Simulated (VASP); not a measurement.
A run of VASP 6.6.1:

File INCAR:

```
PREC     = Accurate       # precision mode
ENCUT    = 520            # plane-wave cutoff, eV
EDIFF    = 1E-6           # SCF threshold, eV
ISMEAR   = 0              # smearing method
SIGMA    = 0.15           # smearing width, eV
LREAL    = False          # projectors in reciprocal space
LASPH    = True           # aspherical terms in the spheres
NELM     = 60             # most SCF steps
ALGO     = Normal         # electronic algorithm
ISIF     = 2              # what is computed and relaxed
LWAVE    = False          # write WAVECAR
LCHARG   = False          # write CHGCAR
GGA      = PE             # functional
NBANDS   = 16             # bands
```

KPOINTS

```
regular mesh
0
Gamma
  16 16 16
```

POSCAR

```
GaSb
1.0
   -2.6968000000      2.6968000000      1.5416500000
    2.6968000000     -2.6968000000      1.5416500000
    2.6968000000      2.6968000000     -1.5416500000
Ga Sb
1 1
Direct
    0.2500000000      0.7500000000      0.5000000000
    0.0000000000      0.0000000000      0.0000000000
```

Potentials or basis: VASP PAW PBE potentials, release 64 (Ga_d, Sb).

Command:

```bash
$ cat potpaw_PBE.64/Ga_d/POTCAR potpaw_PBE.64/Sb/POTCAR > POTCAR
$ mpirun -np 1 vasp_std > vasp.out
```

Hardware: 1 thread of Intel(R) Xeon(R) 6975P-C (Granite Rapids), on a shared host.

**Question.** How long does it take, and how much memory?

**Answer.** Wall time 76 s on 1 thread of Intel(R) Xeon(R) 6975P-C (Granite Rapids), on a shared host, peak memory 0.38 GiB. Counts: scf iterations 11, k points 349.
